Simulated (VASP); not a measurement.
A run of VASP 6.6.1:

File INCAR:

```
SYSTEM = Bi2Se3
PREC = Accurate
ENCUT = 520
EDIFF = 1E-6
ISMEAR = 1
SIGMA = 0.05
LREAL = .False.
LASPH = .True.
NELM = 80
ALGO = Normal
ISIF = 2
LWAVE = .False.
LCHARG = .True.
GGA = PS
LELF = .True.
LVHAR = .True.
NBANDS = 32
```

The input KPOINTS:

```
Automatic mesh
0
Gamma
  6 6 6
  0 0 0
```

File POSCAR:

```
Bi2Se3
1.0
    2.0715000000      1.1959810826      9.5453333333
   -2.0715000000      1.1959810826      9.5453333333
    0.0000000000     -2.3919621653      9.5453333333
Bi Se
2 3
Direct
    0.5992000000      0.5992000000      0.5992000000
    0.4008000000      0.4008000000      0.4008000000
    0.7883000000      0.7883000000      0.7883000000
    0.2117000000      0.2117000000      0.2117000000
    0.0000000000      0.0000000000      0.0000000000
```

Potentials or basis: VASP PAW PBE potentials, release 64 (Bi_d, Se).

Command:

```sh
$ cat potpaw_PBE.64/Bi_d/POTCAR potpaw_PBE.64/Se/POTCAR > POTCAR
$ mpirun -np 1 vasp_std > vasp.out
```

Hardware: 1 thread of Intel(R) Xeon(R) Platinum 8259CL CPU @ 2.50GHz (Skylake/Cascade Lake), on a shared host.

Question: Estimate the wall time of this run.

Answer: Wall time 11 min on 1 thread of Intel(R) Xeon(R) Platinum 8259CL CPU @ 2.50GHz (Skylake/Cascade Lake) (shared host), peak memory 0.94 GiB. Counts: scf iterations 13, k points 32.
